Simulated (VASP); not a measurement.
# BaTiO3 (P1) in VASP: single point with r2SCAN

Aim: the single point of BaTiO3 with r2SCAN.

Everything below comes from runs of VASP 6.6.1. Logs are shortened: lines on timing, memory, paths and dates and some standing lists are left out, and cuts for length are marked.

### Step 1. The cell of the first run

The typed cell holds 20 atoms: a = 3.972 Å, b = 7.945 Å, c = 8.224 Å, α = 90.00°, β = 90.00°, γ = 90.00°.

### Step 2. Single point, r2SCAN

Contents of POSCAR:

```
BaTiO3
1.0
    3.9723652526      0.0000000000      0.0000000000
    0.0000000000      7.9447305053      0.0000000000
    0.0000000000      0.0000000000      8.2244571252
Ba Ti O
4 4 12
Direct
   -0.0127455550      0.0104420156     -0.0088754794
    0.0082051871     -0.0003981255      0.5057586096
    0.0135707561      0.4994051085     -0.0020870678
   -0.0138287888      0.5039789578      0.4966712012
    0.5171319527      0.2314668822      0.2384173168
    0.4836299982      0.2534571813      0.7335858049
    0.4883090745      0.7474984829      0.2394745294
    0.4733197681      0.7463609994      0.7411854554
    0.4504683951      0.2403959453      0.0201056431
    0.5532424287     -0.0040265683      0.2622772503
    0.0510869437      0.2361328680      0.2668477647
    0.5247254136      0.2610934378      0.5175824903
    0.5223527717     -0.0072669551      0.7418438575
   -0.0103306210      0.2228049144      0.7615179828
    0.4557171571      0.7619894716      0.0145376161
    0.5108503048      0.4945622759      0.2643034023
    0.0549607063      0.7661018830      0.2531401123
    0.5037207993      0.7486880765      0.5216073152
    0.5233491554      0.4922959939      0.7752323227
    0.0135637074      0.7354468470      0.7462481604
```

Contents of INCAR.step1:

```
SYSTEM = BaTiO3
PREC = Accurate
ENCUT = 520
ISMEAR = -1
SIGMA = 0.086
LREAL = Auto
LASPH = .True.
NELM = 100
NBANDS = 96
GGA = PE
ALGO = Normal
EDIFF = 1E-4
LWAVE = .True.
LCHARG = .False.
```

Contents of INCAR.step2:

```
SYSTEM = BaTiO3
PREC = Accurate
ENCUT = 520
EDIFF = 1E-6
ISMEAR = -1
SIGMA = 0.086
LREAL = Auto
LASPH = .True.
NELM = 100
ALGO = Normal
ISIF = 2
LWAVE = .False.
LCHARG = .False.
METAGGA = R2SCAN
LMIXTAU = .True.
NBANDS = 96
ISTART = 1
```

Contents of KPOINTS:

```
regular mesh
0
Gamma
  4 2 2
  0 0 0
```

Potentials or basis: VASP PAW PBE potentials, release 64 (Ba_sv, Ti_sv, O).

Command:

```
$ cat potpaw_PBE.64/Ba_sv/POTCAR potpaw_PBE.64/Ti_sv/POTCAR potpaw_PBE.64/O/POTCAR > POTCAR
$ cp INCAR.step1 INCAR
$ mpirun -np 1 vasp_std > vasp.out
$ cp INCAR.step2 INCAR
$ mpirun -np 1 vasp_std > vasp.out
```

OUTCAR:

```text
SYSTEM = BaTiO3
   PREC = Accurate
   ENCUT = 520
   EDIFF = 1E-6
   ISMEAR = -1
   LREAL = Auto
   LASPH = .True.
   NELM = 100
   ISIF = 2
   METAGGA = R2SCAN
   ISTART = 1

 ion  position               nearest neighbor table
   1  0.987  0.010  0.991-  14 2.53   9 2.60  15 2.72  13 2.76   9 2.82  10 2.82  15 2.90  11 2.90
                            17 2.91  13 2.96  20 2.97  10 3.17   5 3.27   5 3.41   6 3.48   6 3.50
   2  0.008  1.000  0.506-  10 2.70  11 2.72  13 2.74  14 2.75  17 2.79  18 2.80  13 2.82  18 2.83
                            12 2.83  20 2.88  12 2.92  10 2.95   6 3.34   8 3.35   6 3.45   5 3.47
   3  0.014  0.499  0.998-  19 2.67   9 2.70  15 2.73  19 2.73  20 2.79  14 2.94  16 2.95  16 2.96
                            17 2.99   9 3.04  15 3.05  11 3.05   7 3.37   8 3.41   6 3.47   7 3.49
   4  0.986  0.504  0.497-  12 2.67  16 2.69  18 2.74  20 2.76  16 2.83  18 2.84  11 2.86  12 2.89
                            17 2.90  19 2.94  14 3.12  19 3.13   8 3.39   6 3.42   6 3.43   8 3.45
   5  0.517  0.231  0.238-   9 1.82  11 1.87  10 1.89  16 2.10  11 2.13  12 2.31   1 3.27   1 3.41
                             2 3.47   2 3.51   3 3.51   3 3.53   4 3.56   4 3.69
   6  0.484  0.253  0.734-  12 1.79  19 1.93  14 1.99  14 2.04  13 2.08   9 2.36   2 3.34   4 3.42
                             4 3.43   2 3.45   3 3.47   1 3.48   1 3.50   3 3.60
   7  0.488  0.747  0.239-  17 1.73  15 1.86  10 2.00  16 2.02  17 2.26  18 2.32   3 3.37   4 3.48
                             3 3.49   4 3.49   2 3.53   1 3.53   1 3.54   2 3.62
   8  0.473  0.746  0.741-  18 1.81  20 1.83  13 1.97  19 2.05  20 2.15  15 2.25   2 3.35   4 3.39
                             3 3.41   4 3.45   2 3.51   1 3.52   1 3.58   3 3.59
   9  0.450  0.240  0.020-   5 1.82   6 2.36   1 2.60   3 2.70   1 2.82   3 3.04
  10  0.553  0.996  0.262-   5 1.89   7 2.00   2 2.70   1 2.82   2 2.95   1 3.17
  11  0.051  0.236  0.267-   5 1.87   5 2.13   2 2.72   4 2.86   1 2.90   3 3.05
  12  0.525  0.261  0.518-   6 1.79   5 2.31   4 2.67   2 2.83   4 2.89   2 2.92
  13  0.522  0.993  0.742-   8 1.97   6 2.08   2 2.74   1 2.76   2 2.82   1 2.96
  14  0.990  0.223  0.762-   6 1.99   6 2.04   1 2.53   2 2.75   3 2.94   4 3.12
  15  0.456  0.762  0.015-   7 1.86   8 2.25   1 2.72   3 2.73   1 2.90   3 3.05
  16  0.511  0.495  0.264-   7 2.02   5 2.10   4 2.69   4 2.83   3 2.95   3 2.96
  17  0.055  0.766  0.253-   7 1.73   7 2.26   2 2.79   4 2.90   1 2.91   3 2.99
  18  0.504  0.749  0.522-   8 1.81   7 2.32   4 2.74   2 2.80   2 2.83   4 2.84
  19  0.523  0.492  0.775-   6 1.93   8 2.05   3 2.67   3 2.73   4 2.94   4 3.13
  20  0.014  0.735  0.746-   8 1.83   8 2.15   4 2.76   3 2.79   2 2.88   1 2.97

  LATTYP: Found a simple orthorhombic cell.
 ALAT       =     3.9723652526
 B/A-ratio  =     2.0000000000
 C/A-ratio  =     2.0704181520

  Lattice vectors:

 A1 = (   3.9723652526,   0.0000000000,   0.0000000000)
 A2 = (   0.0000000000,   7.9447305053,   0.0000000000)
 A3 = (   0.0000000000,   0.0000000000,   8.2244571252)

Analysis of symmetry for initial positions (statically):
=====================================================================
 Subroutine PRICEL returns:
 Original cell was already a primitive cell.

 Routine SETGRP: Setting up the symmetry group for a
 simple orthorhombic supercell.

 Subroutine GETGRP returns: Found  1 space group operations
 (whereof  1 operations were pure point group operations)
 out of a pool of  8 trial point group operations.

The static configuration has the point symmetry C_1 .

Analysis of symmetry for dynamics (positions and initial velocities):
=====================================================================
 Subroutine PRICEL returns:
 Original cell was already a primitive cell.

 Routine SETGRP: Setting up the symmetry group for a
 simple orthorhombic supercell.

 Subroutine GETGRP returns: Found  1 space group operations
 (whereof  1 operations were pure point group operations)
 out of a pool of  8 trial point group operations.

The dynamic configuration has the point symmetry C_1 .

 Subroutine INISYM returns: Found  1 space group operations
 (whereof  1 operations are pure point group operations),
 and found     1 'primitive' translations

----------------------------------------------------------------------------------------

                                     Primitive cell

  volume of cell :     259.5587

  direct lattice vectors                    reciprocal lattice vectors
     3.972365253  0.000000000  0.000000000     0.251739187  0.000000000  0.000000000
     0.000000000  7.944730505  0.000000000     0.000000000  0.125869594  0.000000000
     0.000000000  0.000000000  8.224457125     0.000000000  0.000000000  0.121588572

[... 61 lines left out ...]
     0.000000000  0.000000000  0.060794286     0.000000000  0.000000000  0.500000000

  Length of vectors
     0.062934797  0.062934797  0.060794286

  Shift w.r.t. Gamma in fractional coordinates (k-lattice)
     0.000000000  0.000000000  0.000000000

 Subroutine IBZKPT returns following result:
 ===========================================

 Found     12 irreducible k-points:

 Following reciprocal coordinates:
            Coordinates               Weight
  0.000000  0.000000  0.000000      1.000000
  0.250000  0.000000  0.000000      2.000000
  0.500000  0.000000  0.000000      1.000000
  0.000000  0.500000  0.000000      1.000000
  0.250000  0.500000  0.000000      2.000000
  0.500000  0.500000  0.000000      1.000000
  0.000000  0.000000  0.500000      1.000000
  0.250000  0.000000  0.500000      2.000000
  0.500000  0.000000  0.500000      1.000000
  0.000000  0.500000  0.500000      1.000000
  0.250000  0.500000  0.500000      2.000000
  0.500000  0.500000  0.500000      1.000000
   k-points           NKPTS =     12   k-points in BZ     NKDIM =     12   number of bands    NBANDS=     96
   number of dos      NEDOS =    301   number of ions     NIONS =     20
   total plane-waves  NPLWV = 115200
   dimension x,y,z NGX =    30 NGY =   60 NGZ =   64
   dimension x,y,z NGXF=    60 NGYF=  120 NGZF=  128
   ions per type =               4   4  12
   NGX,Y,Z   is equivalent  to a cutoff of  12.56, 12.56, 12.94 a.u.
   NGXF,Y,Z  is equivalent  to a cutoff of  25.11, 25.11, 25.87 a.u.
 SYSTEM =  BaTiO3
   PREC   = accura    normal or accurate (medium, high low for compatibility)
   ISTART =      1    job   : 0-new  1-cont  2-samecut
   ICHARG =      0    charge: 1-file 2-atom 10-const
   ISPIN  =      1    spin polarized calculation?
   LNONCOLLINEAR =      F non collinear calculations
   LSORBIT =      F    spin-orbit coupling
   LASPH  =      T    aspherical Exc in radial PAW
   ENCUT  =  520.0 eV  38.22 Ry    6.18 a.u.   7.39 14.77 15.29*2*pi/ulx,y,z
   NELM   =    100;   NELMIN=  2; NELMDL=  0     # of ELM steps
   EDIFF  = 0.1E-05   stopping-criterion for ELM
   LREAL  =      T    real-space projection
   EDIFFG = 0.1E-04   stopping-criterion for IOM
   NSW    =      0    number of steps for IOM
   IBRION =     -1    ionic relax: 0-MD 1-quasi-New 2-CG
   NFREE  =      0    steps in history (QN), initial steepest desc. (CG)
   ISIF   =      2    stress and relaxation
   ISYM   =      2    0-nonsym 1-usesym 2-fastsym
   POTIM  = 0.5000    time-step for ionic-motion
   TEBEG  =    0.0;   TEEND  =   0.0 temperature during run
   PSTRESS=    0.0 pullay stress
   NELECT =     160.0000    total number of electrons
   NUPDOWN=      -1.0000    fix difference up-down
   EMIN   =  10.00;   EMAX   =-10.00  energy-range for DOS
   EFERMI =   0.00;   METHOD = LEGACY
   ISMEAR =    -1;   SIGMA  =   0.09  broadening in eV -4-tet -1-fermi 0-gaus
   EFERMI_NEDOS =   21; number of points for ismear=-14 and -15
   IALGO  =     38    algorithm
   IMIX   =      4    mixing-type and parameters
     AMIX     =   0.40;   BMIX     =  1.00
     AMIX_MAG =   1.60;   BMIX_MAG =  1.00
  volume/ion in A,a.u.               =      12.98        87.58
  Fermi-wavevector in a.u.,A,eV,Ry     =   1.393273  2.632905 26.411770  1.941210
  Thomas-Fermi vector in A             =   2.516935
   LORBIT       =      0    0 simple, 1 ext, 2 COOP (PROOUT), +10 PAW based schemes
   METAGGA = R2SCAN    functional components
   LHFCALC =     F    Hartree Fock is set to
   AEXX    =    0.0000 exact exchange contribution
   IVDW    =     0    specifies the selected vdW correction
   LEPSILON=     F    determine dielectric tensor
   LRPA    =     F    only Hartree local field effects (RPA)
 non-spin polarized calculation
  energy-cutoff  :      520.00
  volume of cell :      259.56
 maximum number of plane-waves:      7036
 NGX is ok and might be reduce to    30
   NGX = 15   NGY = 29   NGZ = 31

 number of electron     160.0000005 magnetization

 Free energy of the ion-electron system (eV)
  ---------------------------------------------------
  ext. energy  EPLUGINS =         0.00000000
  ---------------------------------------------------
  free energy    TOTEN  =      -295.51959071 eV

  energy without entropy =     -295.51959053  energy(sigma->0) =     -295.51959062

 E-fermi :   4.8996     XC(G=0): -11.8147

 val. band max:        3.5533014137   @ k =   0.5000   0.0000   0.0000
 cond. band min:       6.1916532897   @ k =   0.0000   0.0000   0.0000
 fundamental gap:      2.6383518761
 Fermi energy:         4.8995958384

 k-point     1 :       0.0000    0.0000    0.0000
  band No.  band energies     occupation
      1     -55.2062      2.00000
      2     -55.0209      2.00000
      3     -54.9895      2.00000
      4     -54.9793      2.00000
      5     -30.5398      2.00000
      6     -30.4018      2.00000
[... 1129 lines left out ...]
     91       8.0141      0.00000
     92       8.1352      0.00000
 [bands above 92 left out]

------------------------ aborting loop because EDIFF is reached ----------------------------------------

  FORCE on cell =-STRESS in cart. coord.  units (eV):
  Direction    XX          YY          ZZ          XY          YZ          ZX
  --------------------------------------------------------------------------------------
  -------------------------------------------------------------------------------------
  Total       11.9292970      5.3640988      9.0369442      0.5628821      0.2069778     -0.3155999
  in kB       73.6359421     33.1109592     55.7823234      3.4745007      1.2776112     -1.9481026
  external PRESSURE =      54.1764082 kB  Pullay stress =       0.0000000 kB

 VOLUME and BASIS-vectors are now :
 -----------------------------------------------------------------------------
  energy-cutoff  :      520.00
  volume of cell :      259.56
      direct lattice vectors                 reciprocal lattice vectors
     3.972365253  0.000000000  0.000000000     0.251739187  0.000000000  0.000000000
     0.000000000  7.944730505  0.000000000     0.000000000  0.125869594  0.000000000
     0.000000000  0.000000000  8.224457125     0.000000000  0.000000000  0.121588572

 POSITION                                       TOTAL-FORCE (eV/Angst)
 -----------------------------------------------------------------------------------
      3.92174      0.08296      8.15146        -0.024652     -1.347679      0.314061
      0.03259      7.94157      4.15959         0.015144     -0.257840     -0.172520
      0.05391      3.96764      8.20729        -0.347626     -0.140125      0.471257
      3.91743      4.00398      4.08485         0.476862     -0.209111     -0.322253
      2.05424      1.83894      1.96085        -0.749668      1.043149      0.659438
      1.92115      2.01365      6.03335         0.473871     -0.791682      0.815225
[... 12 lines left out ...]
      2.07893      3.91116      6.37587        -0.522183     -0.286621     -0.576882
      0.05388      5.84293      6.13749        -0.380355      0.106143      0.670956
 -----------------------------------------------------------------------------------
    total drift:                                0.019915     -0.006969      0.005467

  FREE ENERGIE OF THE ION-ELECTRON SYSTEM (eV)
  ---------------------------------------------------
  free  energy   TOTEN  =      -295.5195907132 eV

  energy  without entropy=     -295.5195905281  energy(sigma->0) =     -295.51959062
```

Run time: 27 min. Hardware: 1 thread of AMD EPYC 9R14 (Zen 4), shared host; peak memory 0.42 GiB.

Results:

```yaml
Free_energy: -295.5196 eV
Pressure: 5.4 GPa
Largest_force: 2.747 eV/Å
Band_gap_on_the_k_mesh: 2.64 eV, indirect (least direct gap 2.93 eV)
```

Forces in eV/Å, atoms in the order of the input:
```
Ba  -0.025 -1.348  0.314
Ba   0.015 -0.258 -0.173
Ba  -0.348 -0.140  0.471
Ba   0.477 -0.209 -0.322
Ti  -0.750  1.043  0.659
Ti   0.474 -0.792  0.815
Ti   1.008 -0.118 -0.317
Ti   0.696  0.915  0.269
O    1.699  0.213 -0.523
O   -0.238  0.167  0.082
O   -1.341  0.260 -0.033
O   -0.597 -0.348 -0.155
O   -0.682  0.005  0.697
O    0.821  1.696 -0.547
O    1.520 -0.584 -0.407
O    0.555  0.909 -0.624
O   -2.546 -0.729  0.729
O    0.164 -0.503 -1.030
O   -0.522 -0.287 -0.577
O   -0.380  0.106  0.671
```

Levels at points of the mesh, in eV from the valence-band top:
| k point | band 76 | band 77 | band 78 | band 79 | band 80 | band 81 | band 82 | band 83 | band 84 | band 85 |
| --- | --- | --- | --- | --- | --- | --- | --- | --- | --- | --- |
| (0.00, 0.00, 0.00) | -0.81 | -0.78 | -0.67 | -0.58 | -0.29 | 2.64 | 2.85 | 2.95 | 3.11 | 3.15 |
| (0.50, 0.00, 0.00) | -0.40 | -0.30 | -0.26 | -0.07 | 0.00 | 3.03 | 3.81 | 4.00 | 4.08 | 4.12 |
| (0.00, 0.50, 0.00) | -0.89 | -0.76 | -0.73 | -0.68 | -0.52 | 2.79 | 2.94 | 3.22 | 3.36 | 3.39 |
| (0.50, 0.50, 0.00) | -0.59 | -0.43 | -0.38 | -0.35 | -0.27 | 3.29 | 3.44 | 3.79 | 4.06 | 4.16 |
| (0.00, 0.00, 0.50) | -0.81 | -0.76 | -0.69 | -0.66 | -0.61 | 2.79 | 2.87 | 3.38 | 3.45 | 3.48 |
| (0.50, 0.00, 0.50) | -0.67 | -0.62 | -0.60 | -0.08 | 0.00 | 3.52 | 3.56 | 3.83 | 4.13 | 4.19 |
| (0.00, 0.50, 0.50) | -0.92 | -0.82 | -0.76 | -0.61 | -0.47 | 3.09 | 3.29 | 3.33 | 3.46 | 3.51 |
| (0.50, 0.50, 0.50) | -0.72 | -0.67 | -0.58 | -0.43 | -0.39 | 3.67 | 3.70 | 3.83 | 3.88 | 3.96 |

Caveat: the PAW data sets were made with another functional, which shifts forces and pressure a little; spin-orbit coupling is left out, which moves the levels of the heavy elements. A k mesh can miss the band edges.
